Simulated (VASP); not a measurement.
Set up this calculation in VASP 6.6.1, as the native input.

| Item | Value |
| --- | --- |
| Task | single point |
| Functional | PBEsol |
| Potentials or basis | VASP PAW PBE potentials, release 64 (Ir_sv_GW) |
| Cutoff | 560 eV |
| k mesh | 19 × 19 × 19 |
| Occupations | gaussian, width 0.05 eV |
| Spin | no spin polarisation |
| Dipole correction | no |
| Further INCAR settings | ALGO = Normal; EDIFF = 1e-06; NBANDS = 14 |

The structure of Ir lies in POSCAR:

```
Ir
1.0
    2.7086371203      0.0000000000      0.0000000000
    1.3543185601      2.3457485558      0.0000000000
    1.3543185601      0.7819161853      2.2115929477
Ir
1
Direct
    0.0000000000      0.0000000000      0.0000000000
```

One way to write it, as run:

INCAR

```
SYSTEM = Ir
PREC = Accurate ; ENCUT = 560
EDIFF = 1E-6 ; ISMEAR = 0
SIGMA = 0.05 ; LREAL = .False.
LASPH = .True. ; NELM = 120
ALGO = Normal ; ISIF = 2
LWAVE = .False. ; LCHARG = .False.
GGA = PS ; NBANDS = 14
GGA_COMPAT = .False.
```

KPOINTS

```
Automatic mesh
0
Gamma
  19 19 19
  0 0 0
```

Potentials or basis: VASP PAW PBE potentials, release 64 (Ir_sv_GW).

Run with:

```sh
$ cat potpaw_PBE.64/Ir_sv_GW/POTCAR > POTCAR
$ mpirun -np 1 vasp_std > vasp.out
```

It gave:

```
Pressure               : -1.9 GPa
Band gap on the k mesh : zero (an odd number of electrons rules out a gap without spin polarisation)
```

Caveat: the PAW data sets were made with another functional, which shifts forces and pressure a little; spin-orbit coupling is left out, which moves the levels of the heavy elements.

Run time: 28 s on 1 thread of Intel(R) Xeon(R) Platinum 8259CL CPU @ 2.50GHz (Skylake/Cascade Lake), with other jobs on the host, peak memory 0.18 GiB.
